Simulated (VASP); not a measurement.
# CdTe (CsCl type) (Pm-3m) in VASP: a series of runs

CdTe (CsCl type) is run at these levels: PBE; tasks: single point.

Everything below comes from runs of VASP 6.6.1. Logs are shortened: lines on timing, memory, paths and dates and some standing lists are left out, and cuts for length are marked.

### 1 The cell of the first run

The structure is cubic, space group Pm-3m (No. 221). The conventional cell has a = 3.102 Å, b = 3.102 Å, c = 3.102 Å, α = 90.00°, β = 90.00°, γ = 90.00°. Cd (site symmetry m-3m) has 8 Te at 2.69 Å and 6 Cd at 3.10 Å within 3.5 Å. Within 3.5 Å of Te (site symmetry m-3m) lie 8 Cd at 2.69 Å and 6 Te at 3.10 Å.

### 2 Single point, PBE (volume scaled by 0.55)

Input file INCAR:

```
PREC = Accurate
ENCUT = 520
EDIFF = 1E-6
ISMEAR = -1
SIGMA = 0.05
LREAL = False
LASPH = True
NELM = 80
ALGO = Normal
ISIF = 2
LWAVE = False
LCHARG = False
GGA = PE
NBANDS = 16
```

Input file KPOINTS:

```
regular mesh
0
Gamma
  11 11 11
```

Input file POSCAR:

```
CdTe
1.0
    3.1017001583      0.0000000000      0.0000000000
    0.0000000000      3.1017001583      0.0000000000
    0.0000000000      0.0000000000      3.1017001583
Cd Te
1 1
Direct
    0.0000000000      0.0000000000      0.0000000000
    0.5000000000      0.5000000000      0.5000000000
```

Potentials or basis: VASP PAW PBE potentials, release 64 (Cd, Te).

Command:

```console
$ cat potpaw_PBE.64/Cd/POTCAR potpaw_PBE.64/Te/POTCAR > POTCAR
$ mpirun -np 1 vasp_std > vasp.out
```

OUTCAR:

```text
PREC = Accurate
   ENCUT = 520
   EDIFF = 1E-6
   ISMEAR = -1
   LREAL = False
   LASPH = True
   NELM = 80
   ISIF = 2
   GGA = PE

 ion  position               nearest neighbor table
   1  0.000  0.000  0.000-   2 2.69   2 2.69   2 2.69   2 2.69   2 2.69   2 2.69   2 2.69   2 2.69

   2  0.500  0.500  0.500-   1 2.69   1 2.69   1 2.69   1 2.69   1 2.69   1 2.69   1 2.69   1 2.69

  LATTYP: Found a simple cubic cell.
 ALAT       =     3.1017001583

  Lattice vectors:

 A1 = (   3.1017001583,   0.0000000000,   0.0000000000)
 A2 = (   0.0000000000,   3.1017001583,   0.0000000000)
 A3 = (   0.0000000000,   0.0000000000,   3.1017001583)

Analysis of symmetry for initial positions (statically):
=====================================================================
 Subroutine PRICEL returns:
 Original cell was already a primitive cell.

 Routine SETGRP: Setting up the symmetry group for a
 simple cubic supercell.

 Subroutine GETGRP returns: Found 48 space group operations
 (whereof 48 operations were pure point group operations)
 out of a pool of 48 trial point group operations.

The static configuration has the point symmetry O_h .

Analysis of symmetry for dynamics (positions and initial velocities):
=====================================================================
 Subroutine PRICEL returns:
 Original cell was already a primitive cell.

 Routine SETGRP: Setting up the symmetry group for a
 simple cubic supercell.

 Subroutine GETGRP returns: Found 48 space group operations
 (whereof 48 operations were pure point group operations)
 out of a pool of 48 trial point group operations.

The dynamic configuration has the point symmetry O_h .

 Subroutine INISYM returns: Found 48 space group operations
 (whereof 48 operations are pure point group operations),
 and found     1 'primitive' translations

----------------------------------------------------------------------------------------

                                     Primitive cell

  volume of cell :      29.8400

  direct lattice vectors                    reciprocal lattice vectors
     3.101700158  0.000000000  0.000000000     0.322403827  0.000000000  0.000000000
     0.000000000  3.101700158  0.000000000     0.000000000  0.322403827  0.000000000
     0.000000000  0.000000000  3.101700158     0.000000000  0.000000000  0.322403827
[... 75 lines left out ...]
   PREC   = accura    normal or accurate (medium, high low for compatibility)
   ISTART =      0    job   : 0-new  1-cont  2-samecut
   ICHARG =      2    charge: 1-file 2-atom 10-const
   ISPIN  =      1    spin polarized calculation?
   LNONCOLLINEAR =      F non collinear calculations
   LSORBIT =      F    spin-orbit coupling
   LASPH  =      T    aspherical Exc in radial PAW
   ENCUT  =  520.0 eV  38.22 Ry    6.18 a.u.   5.77  5.77  5.77*2*pi/ulx,y,z
   NELM   =     80;   NELMIN=  2; NELMDL= -5     # of ELM steps
   EDIFF  = 0.1E-05   stopping-criterion for ELM
   LREAL  =      F    real-space projection
   EDIFFG = 0.1E-04   stopping-criterion for IOM
   NSW    =      0    number of steps for IOM
   IBRION =     -1    ionic relax: 0-MD 1-quasi-New 2-CG
   NFREE  =      0    steps in history (QN), initial steepest desc. (CG)
   ISIF   =      2    stress and relaxation
   ISYM   =      2    0-nonsym 1-usesym 2-fastsym
   POTIM  = 0.5000    time-step for ionic-motion
   TEBEG  =    0.0;   TEEND  =   0.0 temperature during run
   PSTRESS=    0.0 pullay stress
   NELECT =      18.0000    total number of electrons
   NUPDOWN=      -1.0000    fix difference up-down
   EMIN   =  10.00;   EMAX   =-10.00  energy-range for DOS
   EFERMI =   0.00;   METHOD = LEGACY
   ISMEAR =    -1;   SIGMA  =   0.05  broadening in eV -4-tet -1-fermi 0-gaus
   EFERMI_NEDOS =   21; number of points for ismear=-14 and -15
   IALGO  =     38    algorithm
   IMIX   =      4    mixing-type and parameters
     AMIX     =   0.40;   BMIX     =  1.00
     AMIX_MAG =   1.60;   BMIX_MAG =  1.00
  volume/ion in A,a.u.               =      14.92       100.69
  Fermi-wavevector in a.u.,A,eV,Ry     =   1.383245  2.613954 26.032944  1.913367
  Thomas-Fermi vector in A             =   2.507861
   LORBIT       =      0    0 simple, 1 ext, 2 COOP (PROOUT), +10 PAW based schemes
   GGA     = PE    functional components
   LHFCALC =     F    Hartree Fock is set to
   AEXX    =    0.0000 exact exchange contribution
   IVDW    =     0    specifies the selected vdW correction
   LEPSILON=     F    determine dielectric tensor
   LRPA    =     F    only Hartree local field effects (RPA)
 non-spin polarized calculation
  energy-cutoff  :      520.00
  volume of cell :       29.84
 maximum number of plane-waves:       813
 NGX is ok and might be reduce to    24
   NGX = 11   NGY = 11   NGZ = 11

 number of electron      17.9999997 magnetization

 Free energy of the ion-electron system (eV)
  ---------------------------------------------------
  ext. energy  EPLUGINS =         0.00000000
  ---------------------------------------------------
  free energy    TOTEN  =         1.38652100 eV

  energy without entropy =        1.39520797  energy(sigma->0) =        1.39086449

 E-fermi :  13.2026     XC(G=0): -13.1775

 val. band max:       13.1957648131   @ k =   0.3636   0.3636   0.2727
 cond. band min:      13.2126361241   @ k =   0.4545   0.2727   0.1818
 fundamental gap:      0.0168713110
 Fermi energy:        13.2025657313

 k-point     1 :       0.0000    0.0000    0.0000
  band No.  band energies     occupation
      1      -4.7726      2.00000
      2       1.7601      2.00000
      3       1.7601      2.00000
      4       2.9608      2.00000
      5       2.9608      2.00000
      6       2.9608      2.00000
[... 433 lines left out ...]
      3       1.9061      2.00000
      4       2.4495      2.00000
      5       2.5275      2.00000
      6       2.8762      2.00000
[... 8 lines left out ...]
     15      24.4970      0.00000
     16      25.5638      0.00000

 [... further k-points ...]
[... 5 lines left out ...]
  --------------------------------------------------------------------------------------
  -------------------------------------------------------------------------------------
  Total       22.5942688     22.5942688     22.5942688      0.0000000      0.0000000      0.0000000
  in kB     1213.1358516   1213.1358516   1213.1358516      0.0000000      0.0000000      0.0000000
  external PRESSURE =    1213.1358516 kB  Pullay stress =       0.0000000 kB

 VOLUME and BASIS-vectors are now :
 -----------------------------------------------------------------------------
  energy-cutoff  :      520.00
  volume of cell :       29.84
      direct lattice vectors                 reciprocal lattice vectors
     3.101700158  0.000000000  0.000000000     0.322403827  0.000000000  0.000000000
     0.000000000  3.101700158  0.000000000     0.000000000  0.322403827  0.000000000
     0.000000000  0.000000000  3.101700158     0.000000000  0.000000000  0.322403827

 POSITION                                       TOTAL-FORCE (eV/Angst)
 -----------------------------------------------------------------------------------
      0.00000      0.00000      0.00000         0.000000      0.000000      0.000000
      1.55085      1.55085      1.55085         0.000000      0.000000      0.000000
 -----------------------------------------------------------------------------------
    total drift:                                0.000000      0.000000      0.000000

  FREE ENERGIE OF THE ION-ELECTRON SYSTEM (eV)
  ---------------------------------------------------
  free  energy   TOTEN  =         1.3865210025 eV

  energy  without entropy=        1.3952079702  energy(sigma->0) =        1.39086449
```

stdout:

```text
POSCAR found type information on POSCAR CdTe
 POSCAR found :  2 types and       2 ions
 scaLAPACK will be used
 LDA part: xc-table for (Slater+PW92), standard interpolation
 POSCAR, INCAR and KPOINTS ok, starting setup
 FFT: planning ... GRIDC
 FFT: planning ... GRID_SOFT
 FFT: planning ... GRID
 WAVECAR not read
 entering main loop
```

Wall time 11 s (1 thread of Intel Xeon Platinum 8259CL at 2.50GHz (Skylake/Cascade Lake), shared host); peak memory 0.15 GiB.

Results:

```yaml
Free_energy: 1.3865 eV
Pressure: 121.3 GPa
Band_gap_on_the_k_mesh: zero (band 9 reaches 14.81 eV, above the bottom of band 10 at 11.38 eV)
```

Levels at points of the mesh, in eV from the Fermi level:
| k point | band 5 | band 6 | band 7 | band 8 | band 9 | band 10 | band 11 | band 12 | band 13 | band 14 |
| --- | --- | --- | --- | --- | --- | --- | --- | --- | --- | --- |
| (0.00, 0.00, 0.00) | -10.24 | -10.24 | -2.32 | -2.32 | -2.32 | 2.34 | 4.42 | 4.42 | 13.46 | 13.46 |

Caveat: spin-orbit coupling is left out, which moves the levels of the heavy elements.

### 3 Single point, PBE (volume scaled by 0.55, level accurate)

Input file INCAR:

```
SYSTEM = CdTe
ALGO = Normal
EDIFF = 1E-7
ENCUT = 520
GGA = PE
ISIF = 2
ISMEAR = -1
LASPH = .TRUE.
LCHARG = .TRUE.
LELF = .TRUE.
LREAL = .FALSE.
LVHAR = .TRUE.
LWAVE = .FALSE.
NBANDS = 16
NELM = 100
PREC = Accurate
SIGMA = 0.05
```

Input file KPOINTS:

```
k-points
0
G
  11 11 11
  0 0 0
```

POSCAR is that of step 2.

Potentials or basis: VASP PAW PBE potentials, release 64 (Cd, Te).

Command:

```console
$ cat potpaw_PBE.64/Cd/POTCAR potpaw_PBE.64/Te/POTCAR > POTCAR
$ mpirun -np 1 vasp_std > vasp.out
```

Wall time 13 s (1 thread of Intel Xeon Platinum 8259CL at 2.50GHz (Skylake/Cascade Lake), shared host); peak memory 0.15 GiB.

The run converged. Its results:

```yaml
Free_energy: 1.3865 eV
Pressure: 121.4 GPa
Band_gap_on_the_k_mesh: zero (band 9 reaches 14.81 eV, above the bottom of band 10 at 11.38 eV)
```

Levels at points of the mesh, in eV from the Fermi level:
| k point | band 5 | band 6 | band 7 | band 8 | band 9 | band 10 | band 11 | band 12 | band 13 | band 14 |
| --- | --- | --- | --- | --- | --- | --- | --- | --- | --- | --- |
| (0.00, 0.00, 0.00) | -10.24 | -10.24 | -2.32 | -2.32 | -2.32 | 2.34 | 4.42 | 4.42 | 13.46 | 13.46 |

Caveat: spin-orbit coupling is left out, which moves the levels of the heavy elements.
